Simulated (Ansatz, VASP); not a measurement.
CoO: VASP beside Ansatz

INCAR

```
SYSTEM = CoO
PREC = Accurate
ENCUT = 600
EDIFF = 1E-6
ISMEAR = -1
SIGMA = 0.05
LREAL = .FALSE.
LASPH = .TRUE.
NELM = 150
ALGO = Normal
ISIF = 3
LWAVE = .FALSE.
LCHARG = .FALSE.
ISPIN = 2
MAGMOM = 2 0
LORBIT = 11
LMAXMIX = 4
GGA = PS
IBRION = 2
NSW = 80
EDIFFG = -0.005
```

Contents of KPOINTS:

```
Automatic mesh
0
G
  12 12 12
  0 0 0
```

The input POSCAR:

```
CoO
1.0
   -1.5080000000      1.5080000000      2.1072475377
    1.5080000000     -1.5080000000      2.1072475377
    1.5080000000      1.5080000000     -2.1072475377
Co O
1 1
Direct
    0.0000000000      0.0000000000      0.0000000000
    0.5000000000      0.5000000000      0.0000000000
```

Contents of input.yaml:

```yaml
crystal:
  lattice:
    - [-1.508, 1.508, 2.1072475377]
    - [1.508, -1.508, 2.1072475377]
    - [1.508, 1.508, -2.1072475377]
  atoms:
    - { symbol: Co, position: [0.0, 0.0, 0.0], spin: 2.0 }
    - { symbol: O, position: [0.5, 0.5, 0.0] }
kpoints:
  mp_grid: { grid: [12, 12, 12] }
scf:
  occupations: { method: fermi_dirac, width: 0.05 }
hamiltonian:
  xc: pbesol
  pseudopotentials: { kind: all_electron, lapw: { basis_error: 0.001 } }
magnetization:
  spin_polarized: true
output:
  forces: true
  stress: true
relax:
  f_tol: 0.005
  max_steps: 60
  cell: {}
```

Alike in both runs: task relaxation of cell and atoms; functional PBEsol; k mesh 12 × 12 × 12; occupations fermi-dirac, width 0.05 eV; collinear spin.

|  | VASP | Ansatz |
| --- | --- | --- |
| version | VASP 6.6.1 | Ansatz 0.2.0 |
| potentials or method | VASP PAW PBE potentials, release 64 (Co, O), cutoff 600 eV | all-electron LAPW, scalar-relativistic |

```tsv
	VASP	Ansatz	Ansatz less VASP
net moment per atom (μB)	1.32	1.38	+0.059
size of the moment on the site where the two differ most (μB)	2.35	2.43	+0.087
relaxed volume (Å³/atom)	8.98	9.05	+0.078
relaxed cell length with the largest relative difference (Å)	2.939	2.947	+0.0082
```

VASP's potentials were made for PBE, not for PBEsol. Site moments also hang on the region over which each program counts them. Ansatz ran all-electron here, and VASP with PAW potentials.
